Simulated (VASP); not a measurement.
## MnHg: single point with PBE

MnHg:

```
Mn Hg
1.0
     3.31500    0.00000    0.00000
     0.00000    3.31500    0.00000
     0.00000    0.00000    3.31500
Mn Hg
1 1
Direct
  0.50000 0.50000 0.50000
  0.00000 0.00000 0.00000
```

| Quantity | Value |
| --- | --- |
| Program | VASP 6.6.1 |
| Task | single point |
| Functional | PBE |
| Potentials or basis | VASP PAW PBE potentials, release 64 (Mn_pv, Hg) |
| Cutoff | 500 eV |
| k mesh | 12 × 12 × 12 |
| Occupations | gaussian, width 0.1 eV |
| Spin | collinear spin, ferromagnetic start |
| Starting moments | [4.0, 0.0] μB |

```yaml
Pressure: 1.1 GPa
Net_moment: 3.93 μB per cell
Site_moments: Mn +3.84; Hg -0.06 μB
Valence_electrons_inside_the_program's_atomic_spheres: Mn 11.40; Hg 10.59
```

Levels at points of the mesh, in eV from the Fermi level:
Spin up:
| k point | band 11 | band 12 | band 13 | band 14 | band 15 | band 16 | band 17 | band 18 |
| --- | --- | --- | --- | --- | --- | --- | --- | --- |
| (0.00, 0.00, 0.00) | -2.98 | -2.10 | -2.10 | -2.10 | 4.86 | 4.86 | 4.86 | 8.54 |
| (0.50, 0.00, 0.00) | -3.34 | -2.80 | -2.80 | -2.31 | -1.63 | 10.03 | 10.03 | 10.53 |
| (0.50, 0.50, 0.00) | -2.12 | -2.12 | -2.08 | -1.69 | -1.69 | 0.60 | 2.84 | 11.76 |
| (0.50, 0.50, 0.50) | -3.75 | -2.06 | -2.06 | 0.43 | 4.10 | 4.10 | 4.10 | 4.46 |
Spin down:
```tsv
k point	band 8	band 9	band 10	band 11	band 12	band 13	band 14	band 15
(0.00, 0.00, 0.00)	-7.08	-7.08	0.32	0.32	1.44	1.44	1.44	5.22
(0.50, 0.00, 0.00)	-6.98	-5.01	-4.47	-0.03	0.39	0.39	1.26	2.02
(0.50, 0.50, 0.00)	-6.53	-3.53	-1.44	-1.44	0.48	1.27	1.27	1.87
(0.50, 0.50, 0.50)	-6.50	-1.60	-1.60	-1.60	0.29	1.91	1.91	5.55
```

Wall time 32 s on 1 thread of Intel(R) Xeon(R) 6975P-C (Granite Rapids), with other jobs on the host, peak memory 0.23 GiB.

Caveat: spin-orbit coupling is left out, which moves the levels of the heavy elements.
